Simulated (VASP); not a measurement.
# SnO2 (R-3m) in VASP: a series of runs

SnO2 is run at these levels: PBEsol; tasks: single point.

Program: VASP 6.6.1. These are calculated values, not measurements. Logs are shortened: lines on timing, memory, paths and dates and some standing lists are left out, and cuts for length are marked.

**1. The cell of the first run**

Symmetry: R-3m, No. 166, trigonal system. Conventional cell: a = 3.211 Å, b = 3.211 Å, c = 13.231 Å, α = 90.00°, β = 90.00°, γ = 120.00°. Sn (site symmetry -3m) has 6 O at 2.10 Å within 2.8 Å. O (site symmetry 3m) has 3 Sn at 2.10 Å and 3 O at 2.71 Å within 2.8 Å.

**2. Single point, PBEsol**

INCAR

```
PREC = Accurate ; ENCUT = 520
EDIFF = 1E-7 ; ISMEAR = 0
SIGMA = 0.05 ; LREAL = False
LASPH = True ; NELM = 80
ALGO = Normal ; ISIF = 2
LWAVE = False ; LCHARG = False
GGA = PS ; NBANDS = 20
```

KPOINTS

```
Automatic mesh
0
Gamma
  12 12 12
```

POSCAR

```
SnO2
1.0
    1.6053951390      0.9268753157      4.4103567335
   -1.6053951390      0.9268753157      4.4103567335
    0.0000000000     -1.8537506314      4.4103567335
Sn O
1 2
Direct
    0.5000000000      0.5000000000      0.5000000000
    0.2414378084      0.2414378084      0.2414378084
    0.7585621916      0.7585621916      0.7585621916
```

Potentials or basis: VASP PAW PBE potentials, release 64 (Sn_d, O).

Launch:

```bash
> cat potpaw_PBE.64/Sn_d/POTCAR potpaw_PBE.64/O/POTCAR > POTCAR
> mpirun -np 1 vasp_std > vasp.out
```

OUTCAR:

```text
PREC = Accurate
   ENCUT = 520
   EDIFF = 1E-7
   ISMEAR = 0
   LREAL = False
   LASPH = True
   NELM = 80
   ISIF = 2
   GGA = PS

 ion  position               nearest neighbor table
   1  0.500  0.500  0.500-   2 2.10   2 2.10   3 2.10   3 2.10   2 2.10   3 2.10
   2  0.241  0.241  0.241-   1 2.10   1 2.10   1 2.10
   3  0.759  0.759  0.759-   1 2.10   1 2.10   1 2.10

  LATTYP: Found a trigonal (rhomboedric) cell.
 ALAT       =     4.7841026243
 COS(alpha) =     0.7747872837

  Lattice vectors:

 A1 = (   1.6053951390,   0.9268753157,   4.4103567335)
 A2 = (  -1.6053951390,   0.9268753157,   4.4103567335)
 A3 = (   0.0000000000,  -1.8537506314,   4.4103567335)

Analysis of symmetry for initial positions (statically):
=====================================================================
 Subroutine PRICEL returns:
 Original cell was already a primitive cell.

 Routine SETGRP: Setting up the symmetry group for a
 trigonal (rhombohedral) supercell.

 Subroutine GETGRP returns: Found 12 space group operations
 (whereof 12 operations were pure point group operations)
 out of a pool of 12 trial point group operations.

The static configuration has the point symmetry D_3d.

Analysis of symmetry for dynamics (positions and initial velocities):
=====================================================================
 Subroutine PRICEL returns:
 Original cell was already a primitive cell.

 Routine SETGRP: Setting up the symmetry group for a
 trigonal (rhombohedral) supercell.

 Subroutine GETGRP returns: Found 12 space group operations
 (whereof 12 operations were pure point group operations)
 out of a pool of 12 trial point group operations.

The dynamic configuration has the point symmetry D_3d.

 Subroutine INISYM returns: Found 12 space group operations
 (whereof 12 operations are pure point group operations),
 and found     1 'primitive' translations

----------------------------------------------------------------------------------------

                                     Primitive cell

  volume of cell :      39.3757

  direct lattice vectors                    reciprocal lattice vectors
     1.605395139  0.926875316  4.410356733     0.311449803  0.179815628  0.075579676
    -1.605395139  0.926875316  4.410356733    -0.311449803  0.179815628  0.075579676
     0.000000000 -1.853750631  4.410356733     0.000000000 -0.359631255  0.075579676

  length of vectors
     4.784102624  4.784102624  4.784102624     0.367487316  0.367487316  0.367487316

  position of ions in fractional coordinates (direct lattice)
     0.500000000  0.500000000  0.500000000
     0.241437808  0.241437808  0.241437808
     0.758562192  0.758562192  0.758562192

  ion indices of the primitive-cell ions
   primitive index   ion index
                 1           1
                 2           2
                 3           3

----------------------------------------------------------------------------------------

 KPOINTS: Automatic mesh

Automatic generation of k-mesh.
 Grid dimensions read from file:
 generate k-points for:   12   12   12

 Generating k-lattice:

  Cartesian coordinates                     Fractional coordinates (reciprocal lattice)
     0.025954150  0.014984636  0.006298306     0.083333333  0.000000000  0.000000000
    -0.025954150  0.014984636  0.006298306     0.000000000  0.083333333  0.000000000
     0.000000000 -0.029969271  0.006298306     0.000000000  0.000000000  0.083333333

  Length of vectors
     0.030623943  0.030623943  0.030623943

  Shift w.r.t. Gamma in fractional coordinates (k-lattice)
     0.000000000  0.000000000  0.000000000

 Subroutine IBZKPT returns following result:
 ===========================================

 Found    189 irreducible k-points:

 Following reciprocal coordinates:
            Coordinates               Weight
  0.000000  0.000000  0.000000      1.000000
  0.083333 -0.000000 -0.000000      6.000000
  0.166667  0.000000  0.000000      6.000000
  0.250000  0.000000 -0.000000      6.000000
  0.333333  0.000000  0.000000      6.000000
  0.416667  0.000000  0.000000      6.000000
[... 16 lines left out ...]
  0.500000  0.166667 -0.000000     12.000000
 -0.416667  0.166667 -0.000000     12.000000
 [... further k-points ...]
   k-points           NKPTS =    189   k-points in BZ     NKDIM =    189   number of bands    NBANDS=     20
   number of dos      NEDOS =    301   number of ions     NIONS =      3
   total plane-waves  NPLWV =  46656
   dimension x,y,z NGX =    36 NGY =   36 NGZ =   36
   dimension x,y,z NGXF=    72 NGYF=   72 NGZF=   72
   ions per type =               1   2
   NGX,Y,Z   is equivalent  to a cutoff of  12.51, 12.51, 12.51 a.u.
   NGXF,Y,Z  is equivalent  to a cutoff of  25.02, 25.02, 25.02 a.u.
 SYSTEM =  unknown system
   PREC   = accura    normal or accurate (medium, high low for compatibility)
   ISTART =      0    job   : 0-new  1-cont  2-samecut
   ICHARG =      2    charge: 1-file 2-atom 10-const
   ISPIN  =      1    spin polarized calculation?
   LNONCOLLINEAR =      F non collinear calculations
   LSORBIT =      F    spin-orbit coupling
   LASPH  =      T    aspherical Exc in radial PAW
   ENCUT  =  520.0 eV  38.22 Ry    6.18 a.u.   8.90  8.90  8.90*2*pi/ulx,y,z
   NELM   =     80;   NELMIN=  2; NELMDL= -5     # of ELM steps
   EDIFF  = 0.1E-06   stopping-criterion for ELM
   LREAL  =      F    real-space projection
   EDIFFG = 0.1E-05   stopping-criterion for IOM
   NSW    =      0    number of steps for IOM
   IBRION =     -1    ionic relax: 0-MD 1-quasi-New 2-CG
   NFREE  =      0    steps in history (QN), initial steepest desc. (CG)
   ISIF   =      2    stress and relaxation
   ISYM   =      2    0-nonsym 1-usesym 2-fastsym
   POTIM  = 0.5000    time-step for ionic-motion
   TEBEG  =    0.0;   TEEND  =   0.0 temperature during run
   PSTRESS=    0.0 pullay stress
   NELECT =      26.0000    total number of electrons
   NUPDOWN=      -1.0000    fix difference up-down
   EMIN   =  10.00;   EMAX   =-10.00  energy-range for DOS
   EFERMI =   0.00;   METHOD = LEGACY
   ISMEAR =     0;   SIGMA  =   0.05  broadening in eV -4-tet -1-fermi 0-gaus
   EFERMI_NEDOS =   21; number of points for ismear=-14 and -15
   IALGO  =     38    algorithm
   IMIX   =      4    mixing-type and parameters
     AMIX     =   0.40;   BMIX     =  1.00
     AMIX_MAG =   1.60;   BMIX_MAG =  1.00
  volume/ion in A,a.u.               =      13.13        88.57
  Fermi-wavevector in a.u.,A,eV,Ry     =   1.425574  2.693945 27.650606  2.032262
  Thomas-Fermi vector in A             =   2.545944
   LORBIT       =      0    0 simple, 1 ext, 2 COOP (PROOUT), +10 PAW based schemes
   GGA     = PS    functional components
   LHFCALC =     F    Hartree Fock is set to
   AEXX    =    0.0000 exact exchange contribution
   IVDW    =     0    specifies the selected vdW correction
   LEPSILON=     F    determine dielectric tensor
   LRPA    =     F    only Hartree local field effects (RPA)
 non-spin polarized calculation
 Gauss-broadening in eV      SIGMA  =   0.05
  energy-cutoff  :      520.00
  volume of cell :       39.38
 maximum number of plane-waves:      1075
   NGX = 17   NGY = 17   NGZ = 17

 number of electron      25.9999992 magnetization

 Free energy of the ion-electron system (eV)
  ---------------------------------------------------
  ext. energy  EPLUGINS =         0.00000000
  ---------------------------------------------------
  free energy    TOTEN  =       -19.32417744 eV

  energy without entropy =      -19.32417744  energy(sigma->0) =      -19.32417744

 E-fermi :   4.6581     XC(G=0): -10.8756

 val. band max:        4.4514927737   @ k =  -0.0833   0.0833   0.0000
 cond. band min:       6.2343924697   @ k =   0.0000   0.0000   0.0000
 fundamental gap:      1.7828996960
 Fermi energy:         4.6580630570

 k-point     1 :       0.0000    0.0000    0.0000
  band No.  band energies     occupation
      1     -15.6148      2.00000
      2     -15.3258      2.00000
      3     -15.3258      2.00000
      4     -15.1098      2.00000
      5     -15.1098      2.00000
      6     -13.7589      2.00000
[... 12 lines left out ...]
     19      21.4394      0.00000
     20      21.4394      0.00000

 k-point     2 :       0.0833   -0.0000   -0.0000
  band No.  band energies     occupation
      1     -15.5805      2.00000
      2     -15.3875      2.00000
      3     -15.3098      2.00000
      4     -15.1259      2.00000
      5     -15.1101      2.00000
      6     -13.7126      2.00000
[... 12 lines left out ...]
     19      20.0240      0.00000
     20      21.4626      0.00000

 k-point     3 :       0.1667    0.0000    0.0000
  band No.  band energies     occupation
      1     -15.6071      2.00000
      2     -15.4399      2.00000
      3     -15.2705      2.00000
      4     -15.1535      2.00000
      5     -15.1064      2.00000
      6     -13.5623      2.00000
[... 12 lines left out ...]
     19      18.7698      0.00000
     20      21.5791      0.00000

 k-point     4 :       0.2500    0.0000   -0.0000
  band No.  band energies     occupation
      1     -15.8216      2.00000
      2     -15.3342      2.00000
      3     -15.2337      2.00000
      4     -15.1720      2.00000
      5     -15.0829      2.00000
      6     -13.2984      2.00000
[... 12 lines left out ...]
     19      18.0799      0.00000
     20      21.6903      0.00000

 k-point     5 :       0.3333    0.0000    0.0000
  band No.  band energies     occupation
      1     -16.0235      2.00000
      2     -15.2733      2.00000
      3     -15.2207      2.00000
      4     -15.1474      2.00000
      5     -15.0342      2.00000
      6     -12.9520      2.00000
[... 12 lines left out ...]
     19      17.9081      0.00000
     20      20.2168      0.00000
[... 353 lines left out ...]
      6     -13.0561      2.00000
[... 12 lines left out ...]
     19      18.1039      0.00000
     20      20.3049      0.00000

 k-point    22 :       0.4167    0.1667    0.0000
  band No.  band energies     occupation
      1     -15.9591      2.00000
      2     -15.4445      2.00000
      3     -15.2085      2.00000
      4     -15.1639      2.00000
      5     -15.0282      2.00000
      6     -12.6276      2.00000
[... 12 lines left out ...]
     19      18.4774      0.00000
     20      19.3519      0.00000

 k-point    23 :       0.5000    0.1667   -0.0000
  band No.  band energies     occupation
      1     -16.0548      2.00000
      2     -15.4389      2.00000
      3     -15.2259      2.00000
      4     -15.1194      2.00000
      5     -15.0292      2.00000
      6     -12.2199      2.00000
[... 12 lines left out ...]
     19      18.5531      0.00000
     20      18.9694      0.00000

 k-point    24 :      -0.4167    0.1667   -0.0000
  band No.  band energies     occupation
      1     -16.0883      2.00000
      2     -15.4373      2.00000
      3     -15.2328      2.00000
      4     -15.0832      2.00000
      5     -15.0489      2.00000
      6     -12.0538      2.00000
[... 12 lines left out ...]
     19      18.1165      0.00000
     20      19.1786      0.00000

 [... further k-points ...]

------------------------ aborting loop because EDIFF is reached ----------------------------------------

  FORCE on cell =-STRESS in cart. coord.  units (eV):
  Direction    XX          YY          ZZ          XY          YZ          ZX
  --------------------------------------------------------------------------------------
  -------------------------------------------------------------------------------------
  Total        0.2496434      0.2496434      0.0639668      0.0000000      0.0000000      0.0000000
  in kB       10.1578646     10.1578646      2.6027761      0.0000000      0.0000000      0.0000000
  external PRESSURE =       7.6395018 kB  Pullay stress =       0.0000000 kB

 VOLUME and BASIS-vectors are now :
 -----------------------------------------------------------------------------
  energy-cutoff  :      520.00
  volume of cell :       39.38
      direct lattice vectors                 reciprocal lattice vectors
     1.605395139  0.926875316  4.410356733     0.311449803  0.179815628  0.075579676
    -1.605395139  0.926875316  4.410356733    -0.311449803  0.179815628  0.075579676
     0.000000000 -1.853750631  4.410356733     0.000000000 -0.359631255  0.075579676

 POSITION                                       TOTAL-FORCE (eV/Angst)
 -----------------------------------------------------------------------------------
      0.00000      0.00000      6.61554         0.000000      0.000000     -0.000000
      0.00000      0.00000      3.19448         0.000000      0.000000      0.060770
      0.00000      0.00000     10.03659         0.000000     -0.000000     -0.060770
 -----------------------------------------------------------------------------------
    total drift:                               -0.000000     -0.000000      0.000000

  FREE ENERGIE OF THE ION-ELECTRON SYSTEM (eV)
  ---------------------------------------------------
  free  energy   TOTEN  =       -19.3241774448 eV

  energy  without entropy=      -19.3241774448  energy(sigma->0) =      -19.32417744
```

It took 78 s on 1 thread of Intel Xeon 6975P-C (Granite Rapids), shared host; peak memory 0.29 GiB.

Results:

- Free energy: -19.3242 eV
- Pressure: 0.8 GPa
- Largest force: 0.061 eV/Å
- Band gap on the k mesh: 1.78 eV (least direct gap 1.81 eV)

Forces on the atoms (eV/Å):
```
Sn   0.000  0.000  0.000
O    0.000  0.000  0.061
O    0.000  0.000 -0.061
```

Stress tensor (GPa, compression positive):
```
1.02 0.00 0.00
0.00 1.02 0.00
0.00 0.00 0.26
```

Caveat: the PAW data sets were made with another functional, which shifts forces and pressure a little; spin-orbit coupling is left out, which moves the levels of the heavy elements. A k mesh can miss the band edges.

**3. Single point, PBEsol**

This run uses another cell than the first one, of 13.20 Å³/atom.

INCAR

```
PREC = Accurate ; ENCUT = 520
EDIFF = 1E-6 ; ISMEAR = 0
SIGMA = 0.05 ; LREAL = False
LASPH = True ; NELM = 60
ALGO = Normal ; ISIF = 2
LWAVE = False ; LCHARG = False
GGA = PS ; NBANDS = 20
```

KPOINTS is that of step 2.

POSCAR

```
SnO2
1.0
    1.6321500000      0.9423222419      4.2927333333
   -1.6321500000      0.9423222419      4.2927333333
    0.0000000000     -1.8846444837      4.2927333333
Sn O
1 2
Direct
    0.5000000000      0.5000000000      0.5000000000
    0.2414378084      0.2414378084      0.2414378084
    0.7585621916      0.7585621916      0.7585621916
```

Potentials or basis: VASP PAW PBE potentials, release 64 (Sn_d, O).

Launch:

```bash
> cat potpaw_PBE.64/Sn_d/POTCAR potpaw_PBE.64/O/POTCAR > POTCAR
> mpirun -np 1 vasp_std > vasp.out
```

Run time: 75 s. Hardware: 1 thread of Intel Xeon 6975P-C (Granite Rapids), shared host; peak memory 0.3 GiB.

Results (log left out):

| Quantity | Value |
| --- | --- |
| Free energy | -19.3098 eV |
| Pressure | -3.0 GPa |
| Largest force | 0.059 eV/Å |
| Band gap on the k mesh | 1.42 eV (least direct gap 1.42 eV) |

Forces in eV/Å, atoms in the order of the input:
```
Sn   0.000  0.000  0.000
O    0.000  0.000  0.059
O    0.000  0.000 -0.059
```

Stress tensor (GPa, compression positive):
```
-4.45  0.00  0.00
 0.00 -4.45  0.00
 0.00  0.00 -0.23
```

Levels at points of the mesh, in eV from the valence-band top:
```
           k point  band 9  band 10  band 11  band 12  band 13  band 14  band 15  band 16  band 17  band 18
(0.00, 0.00, 0.00)   -1.51    -1.51    -1.27    -1.27    -0.01     1.42     5.32    10.40    10.40    12.68
(0.50, 0.00, 0.00)   -4.24    -3.30    -1.77    -1.00    -0.89     5.22     7.72     9.53    12.43    12.67
(0.50, 0.50, 0.00)   -4.74    -3.55    -1.01    -0.54    -0.03     4.73     6.59    10.69    10.80    12.64
(0.50, 0.50, 0.50)   -1.87    -1.70    -1.70    -1.13    -1.13     3.33     5.63    10.83    10.83    13.65
```

Caveat: the cell stands under tension; the PAW data sets were made with another functional, which shifts forces and pressure a little; spin-orbit coupling is left out, which moves the levels of the heavy elements. A k mesh can miss the band edges.
